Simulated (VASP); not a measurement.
# Ba (Fm-3m) in VASP: single point with LDA

Aim: the single point of Ba with LDA.

Everything below comes from runs of VASP 6.6.1. Logs are shortened: lines on timing, memory, paths and dates and some standing lists are left out, and cuts for length are marked.

**1. The cell of the first run**

The structure is cubic, space group Fm-3m (No. 225). The conventional cell has a = 5.889 Å, b = 5.889 Å, c = 5.889 Å, α = 90.00°, β = 90.00°, γ = 90.00°. Ba (site symmetry m-3m) has 12 Ba at 4.16 Å within 5.5 Å.

This isn't the form of Ba at room conditions, which is bcc.

**2. Single point, LDA**

File INCAR:

```
SYSTEM = Ba
  ALGO = Normal
  EDIFF = 1E-6
  ENCUT = 520
  ISIF = 2
  ISMEAR = 0
  LASPH = .TRUE.
  LCHARG = .FALSE.
  LREAL = .FALSE.
  LWAVE = .FALSE.
  NBANDS = 11
  NELM = 100
  PREC = Accurate
  SIGMA = 0.15
```

File KPOINTS:

```
k-points
0
G
  18 18 18
  0 0 0
```

File POSCAR:

```
Ba
1.0
    3.9259121308      0.9814780327      0.9814780327
    0.9814780327      3.9259121308      0.9814780327
    0.9814780327      0.9814780327      3.9259121308
Ba
1
Direct
    0.0000000000      0.0000000000      0.0000000000
```

Potentials or basis: VASP PAW LDA potentials, release 64 (Ba_sv).

The run is started by

```sh
cat potpaw_LDA.64/Ba_sv/POTCAR > POTCAR
mpirun -np 1 vasp_std > vasp.out
```

OUTCAR:

```text
SYSTEM = Ba
   EDIFF = 1E-6
   ENCUT = 520
   ISIF = 2
   ISMEAR = 0
   LASPH = .TRUE.
   LREAL = .FALSE.
   NELM = 100
   PREC = Accurate

 ion  position               nearest neighbor table
   1  0.000  0.000  0.000-

  LATTYP: Found a face centered cubic cell.
 ALAT       =     5.8888681962

  Lattice vectors:

 A1 = (   3.9259121308,   0.9814780327,   0.9814780327)
 A2 = (   0.9814780327,   3.9259121308,   0.9814780327)
 A3 = (   0.9814780327,   0.9814780327,   3.9259121308)

Analysis of symmetry for initial positions (statically):
=====================================================================
 Subroutine PRICEL returns:
 Original cell was already a primitive cell.

 Routine SETGRP: Setting up the symmetry group for a
 face centered cubic supercell.

 Subroutine GETGRP returns: Found 48 space group operations
 (whereof 48 operations were pure point group operations)
 out of a pool of 48 trial point group operations.

The static configuration has the point symmetry O_h .

Analysis of symmetry for dynamics (positions and initial velocities):
=====================================================================
 Subroutine PRICEL returns:
 Original cell was already a primitive cell.

 Routine SETGRP: Setting up the symmetry group for a
 face centered cubic supercell.

 Subroutine GETGRP returns: Found 48 space group operations
 (whereof 48 operations were pure point group operations)
 out of a pool of 48 trial point group operations.

The dynamic configuration has the point symmetry O_h .

 Subroutine INISYM returns: Found 48 space group operations
 (whereof 48 operations are pure point group operations),
 and found     1 'primitive' translations

----------------------------------------------------------------------------------------

                                     Primitive cell

  volume of cell :      51.0547

  direct lattice vectors                    reciprocal lattice vectors
     3.925912131  0.981478033  0.981478033     0.283019862 -0.056603972 -0.056603972
     0.981478033  3.925912131  0.981478033    -0.056603972  0.283019862 -0.056603972
     0.981478033  0.981478033  3.925912131    -0.056603972 -0.056603972  0.283019862

  length of vectors
     4.164058635  4.164058635  4.164058635     0.294122869  0.294122869  0.294122869

  position of ions in fractional coordinates (direct lattice)
     0.000000000  0.000000000  0.000000000

  ion indices of the primitive-cell ions
   primitive index   ion index
                 1           1

----------------------------------------------------------------------------------------

 KPOINTS: k-points

Automatic generation of k-mesh.
 Grid dimensions read from file:
 generate k-points for:   18   18   18

 Generating k-lattice:

  Cartesian coordinates                     Fractional coordinates (reciprocal lattice)
     0.015723326 -0.003144665 -0.003144665     0.055555556  0.000000000  0.000000000
    -0.003144665  0.015723326 -0.003144665     0.000000000  0.055555556  0.000000000
    -0.003144665 -0.003144665  0.015723326     0.000000000  0.000000000  0.055555556

  Length of vectors
     0.016340159  0.016340159  0.016340159

  Shift w.r.t. Gamma in fractional coordinates (k-lattice)
     0.000000000  0.000000000  0.000000000

 Subroutine IBZKPT returns following result:
 ===========================================

 Found    195 irreducible k-points:

 Following reciprocal coordinates:
            Coordinates               Weight
  0.000000  0.000000  0.000000      1.000000
  0.055556  0.000000  0.000000      8.000000
  0.111111  0.000000  0.000000      8.000000
  0.166667 -0.000000 -0.000000      8.000000
  0.222222  0.000000  0.000000      8.000000
  0.277778  0.000000 -0.000000      8.000000
[... 16 lines left out ...]
 -0.277778  0.055556  0.000000     24.000000
 -0.222222  0.055556  0.000000     24.000000
 [... further k-points ...]
   k-points           NKPTS =    195   k-points in BZ     NKDIM =    195   number of bands    NBANDS=     11
   number of dos      NEDOS =    301   number of ions     NIONS =      1
   total plane-waves  NPLWV =  32768
   dimension x,y,z NGX =    32 NGY =   32 NGZ =   32
   dimension x,y,z NGXF=    64 NGYF=   64 NGZF=   64
   ions per type =               1
   NGX,Y,Z   is equivalent  to a cutoff of  12.78, 12.78, 12.78 a.u.
   NGXF,Y,Z  is equivalent  to a cutoff of  25.55, 25.55, 25.55 a.u.
 SYSTEM =  Ba
   PREC   = accura    normal or accurate (medium, high low for compatibility)
   ISTART =      0    job   : 0-new  1-cont  2-samecut
   ICHARG =      2    charge: 1-file 2-atom 10-const
   ISPIN  =      1    spin polarized calculation?
   LNONCOLLINEAR =      F non collinear calculations
   LSORBIT =      F    spin-orbit coupling
   LASPH  =      T    aspherical Exc in radial PAW
   ENCUT  =  520.0 eV  38.22 Ry    6.18 a.u.   7.74  7.74  7.74*2*pi/ulx,y,z
   NELM   =    100;   NELMIN=  2; NELMDL= -5     # of ELM steps
   EDIFF  = 0.1E-05   stopping-criterion for ELM
   LREAL  =      F    real-space projection
[... 7 lines left out ...]
   TEBEG  =    0.0;   TEEND  =   0.0 temperature during run
   PSTRESS=    0.0 pullay stress
   NELECT =      10.0000    total number of electrons
   NUPDOWN=      -1.0000    fix difference up-down
   EMIN   =  10.00;   EMAX   =-10.00  energy-range for DOS
   EFERMI =   0.00;   METHOD = LEGACY
   ISMEAR =     0;   SIGMA  =   0.15  broadening in eV -4-tet -1-fermi 0-gaus
   EFERMI_NEDOS =   21; number of points for ismear=-14 and -15
   IALGO  =     38    algorithm
   IMIX   =      4    mixing-type and parameters
     AMIX     =   0.40;   BMIX     =  1.00
     AMIX_MAG =   1.60;   BMIX_MAG =  1.00
  volume/ion in A,a.u.               =      51.05       344.53
  Fermi-wavevector in a.u.,A,eV,Ry     =   0.950743  1.796643 12.298465  0.903912
  Thomas-Fermi vector in A             =   2.079148
   LORBIT       =      0    0 simple, 1 ext, 2 COOP (PROOUT), +10 PAW based schemes
   GGA     = CA    functional components
   LHFCALC =     F    Hartree Fock is set to
   AEXX    =    0.0000 exact exchange contribution
   IVDW    =     0    specifies the selected vdW correction
   LEPSILON=     F    determine dielectric tensor
   LRPA    =     F    only Hartree local field effects (RPA)
 non-spin polarized calculation
 Gauss-broadening in eV      SIGMA  =   0.15
  energy-cutoff  :      520.00
  volume of cell :       51.05
 maximum number of plane-waves:      1391
   NGX = 15   NGY = 15   NGZ = 15

 number of electron      10.0000000 magnetization

 Free energy of the ion-electron system (eV)
  ---------------------------------------------------
  ext. energy  EPLUGINS =         0.00000000
  ---------------------------------------------------
  free energy    TOTEN  =        -2.24012809 eV

  energy without entropy =       -2.22205911  energy(sigma->0) =       -2.23109360

 E-fermi :   2.1925     XC(G=0):  -8.3263

 val. band max:        2.1848187342   @ k =  -0.3333   0.2778   0.1111
 cond. band min:       2.1928966275   @ k =   0.5000   0.3333  -0.0000
 fundamental gap:      0.0080778934
 Fermi energy:         2.1925370821

 k-point     1 :       0.0000    0.0000    0.0000
  band No.  band energies     occupation
      1     -26.3030      2.00000
      2     -11.0900      2.00000
      3     -11.0900      2.00000
      4     -11.0900      2.00000
      5      -0.6241      2.00000
      6       4.1493      0.00000
      7       4.1493      0.00000
      8       4.1493      0.00000
      9       6.1448      0.00000
     10       6.1448      0.00000
     11       8.7360      0.00000

 k-point     2 :       0.0556    0.0000    0.0000
  band No.  band energies     occupation
      1     -26.3000      2.00000
      2     -11.1205      2.00000
      3     -11.0935      2.00000
      4     -11.0935      2.00000
      5      -0.5513      2.00000
      6       4.0635      0.00000
      7       4.1844      0.00000
      8       4.1844      0.00000
      9       6.0896      0.00000
     10       6.0896      0.00000
     11       8.9098      0.00000

 k-point     3 :       0.1111    0.0000    0.0000
  band No.  band energies     occupation
      1     -26.2914      2.00000
      2     -11.2070      2.00000
      3     -11.1037      2.00000
      4     -11.1037      2.00000
      5      -0.3425      2.00000
      6       3.8513      0.00000
      7       4.2757      0.00000
      8       4.2757      0.00000
      9       5.9641      0.00000
     10       5.9641      0.00000
     11       9.3467      0.00000

 k-point     4 :       0.1667   -0.0000   -0.0000
  band No.  band energies     occupation
      1     -26.2781      2.00000
      2     -11.3356      2.00000
      3     -11.1192      2.00000
      4     -11.1192      2.00000
      5      -0.0271      2.00000
      6       3.6049      0.00000
      7       4.3738      0.00000
      8       4.3738      0.00000
      9       5.8708      0.00000
     10       5.8708      0.00000
     11       9.5646      0.00000

 k-point     5 :       0.2222    0.0000    0.0000
  band No.  band energies     occupation
      1     -26.2618      2.00000
      2     -11.4875      2.00000
      3     -11.1381      2.00000
      4     -11.1381      2.00000
      5       0.3441      2.00000
      6       3.4120      0.00000
      7       4.3985      0.00000
      8       4.3985      0.00000
      9       5.9351      0.00000
     10       5.9351      0.00000
     11       9.2290      0.00000

 k-point     6 :       0.2778    0.0000   -0.0000
  band No.  band energies     occupation
      1     -26.2443      2.00000
      2     -11.6428      2.00000
      3     -11.1580      2.00000
      4     -11.1580      2.00000
      5       0.6962      2.00000
      6       3.3481      0.00000
      7       4.3197      0.00000
      8       4.3197      0.00000
      9       6.2093      0.00000
     10       6.2093      0.00000
     11       8.8725      0.00000

 k-point     7 :       0.3333   -0.0000   -0.0000
  band No.  band energies     occupation
      1     -26.2277      2.00000
      2     -11.7834      2.00000
      3     -11.1766      2.00000
      4     -11.1766      2.00000
      5       0.9504      2.00000
      6       3.4620      0.00000
      7       4.1921      0.00000
      8       4.1921      0.00000
      9       6.6360      0.00000
     10       6.6360      0.00000
     11       8.6212      0.00000

 k-point     8 :       0.3889   -0.0000   -0.0000
  band No.  band energies     occupation
      1     -26.2142      2.00000
      2     -11.8945      2.00000
      3     -11.1916      2.00000
      4     -11.1916      2.00000
      5       1.0804      2.00000
      6       3.7174      0.00000
      7       4.0728      0.00000
      8       4.0728      0.00000
      9       7.1214      0.00000
     10       7.1214      0.00000
     11       8.5145      0.00000
[... 141 lines left out ...]
 k-point    19 :       0.5000    0.0556    0.0000
  band No.  band energies     occupation
      1     -26.2012      2.00000
      2     -11.9787      2.00000
      3     -11.2230      2.00000
      4     -11.2111      2.00000
      5       1.2022      2.00000
      6       3.7346      0.00000
      7       4.0281      0.00000
      8       4.1478      0.00000
      9       7.6760      0.00000
     10       7.7261      0.00000
     11       8.8437      0.00000

 k-point    20 :      -0.4444    0.0556   -0.0000
  band No.  band energies     occupation
      1     -26.2022      2.00000
      2     -11.9706      2.00000
      3     -11.2269      2.00000
      4     -11.2049      2.00000
      5       1.2000      2.00000
      6       3.7472      0.00000
      7       4.0268      0.00000
      8       4.1172      0.00000
      9       7.4889      0.00000
     10       7.8008      0.00000
     11       8.8025      0.00000

 k-point    21 :      -0.3889    0.0556    0.0000
  band No.  band energies     occupation
      1     -26.2092      2.00000
      2     -11.9158      2.00000
      3     -11.2235      2.00000
      4     -11.1925      2.00000
      5       1.1700      2.00000
      6       3.6974      0.00000
      7       4.0099      0.00000
      8       4.0822      0.00000
      9       7.0223      0.00000
     10       7.5937      0.00000
     11       8.6985      0.00000

 k-point    22 :      -0.3333    0.0556   -0.0000
  band No.  band energies     occupation
      1     -26.2212      2.00000
      2     -11.8194      2.00000
      3     -11.2130      2.00000
      4     -11.1753      2.00000
      5       1.0725      2.00000
      6       3.4794      0.00000
      7       4.0674      0.00000
      8       4.1881      0.00000
      9       6.4945      0.00000
     10       7.1768      0.00000
     11       8.7506      0.00000

 k-point    23 :      -0.2778    0.0556    0.0000
  band No.  band energies     occupation
      1     -26.2368      2.00000
      2     -11.6905      2.00000
      3     -11.1965      2.00000
      4     -11.1552      2.00000
      5       0.8570      2.00000
      6       3.3183      0.00000
      7       4.2010      0.00000
      8       4.3248      0.00000
      9       6.0157      0.00000
     10       6.7218      0.00000
     11       8.9592      0.00000

 k-point    24 :      -0.2222    0.0556    0.0000
  band No.  band energies     occupation
      1     -26.2540      2.00000
      2     -11.5425      2.00000
      3     -11.1759      2.00000
      4     -11.1348      2.00000
      5       0.5265      2.00000
      6       3.3266      0.00000
      7       4.3271      0.00000
      8       4.4410      0.00000
      9       5.6752      0.00000
     10       6.3498      0.00000
     11       9.2847      0.00000

 [... further k-points ...]
[... 5 lines left out ...]
  --------------------------------------------------------------------------------------
  -------------------------------------------------------------------------------------
  Total        0.1846910      0.1846910      0.1846910     -0.0000000     -0.0000000     -0.0000000
  in kB        5.7958975      5.7958975      5.7958975     -0.0000000     -0.0000000     -0.0000000
  external PRESSURE =       5.7958975 kB  Pullay stress =       0.0000000 kB

 VOLUME and BASIS-vectors are now :
 -----------------------------------------------------------------------------
  energy-cutoff  :      520.00
  volume of cell :       51.05
      direct lattice vectors                 reciprocal lattice vectors
     3.925912131  0.981478033  0.981478033     0.283019862 -0.056603972 -0.056603972
     0.981478033  3.925912131  0.981478033    -0.056603972  0.283019862 -0.056603972
     0.981478033  0.981478033  3.925912131    -0.056603972 -0.056603972  0.283019862

 POSITION                                       TOTAL-FORCE (eV/Angst)
 -----------------------------------------------------------------------------------
      0.00000      0.00000      0.00000         0.000000     -0.000000     -0.000000
 -----------------------------------------------------------------------------------
    total drift:                                0.000000      0.000000      0.000000

  FREE ENERGIE OF THE ION-ELECTRON SYSTEM (eV)
  ---------------------------------------------------
  free  energy   TOTEN  =        -2.2401280879 eV

  energy  without entropy=       -2.2220591070  energy(sigma->0) =       -2.23109360
```

Wall time 70 s (1 thread of Oxide Virtual Turin-like, shared host); peak memory 0.2 GiB.

Results:

| Property | Result |
| --- | --- |
| Free energy | -2.2401 eV |
| Pressure | 0.6 GPa |
| Band gap on the k mesh | zero (bands 5 and 6 overlap by 0.70 eV) |

Levels at points of the mesh, in eV from the Fermi level:
```csv
k point,band 3,band 4,band 5,band 6,band 7,band 8
"(0.00, 0.00, 0.00)",-13.28,-13.28,-2.82,1.96,1.96,1.96
"(0.50, 0.00, 0.00)",-13.40,-13.40,-1.06,1.77,1.77,1.89
"(0.50, 0.50, 0.00)",-13.60,-13.60,-1.08,-0.42,3.12,5.56
```

Caveat: spin-orbit coupling is left out, which moves the levels of the heavy elements.
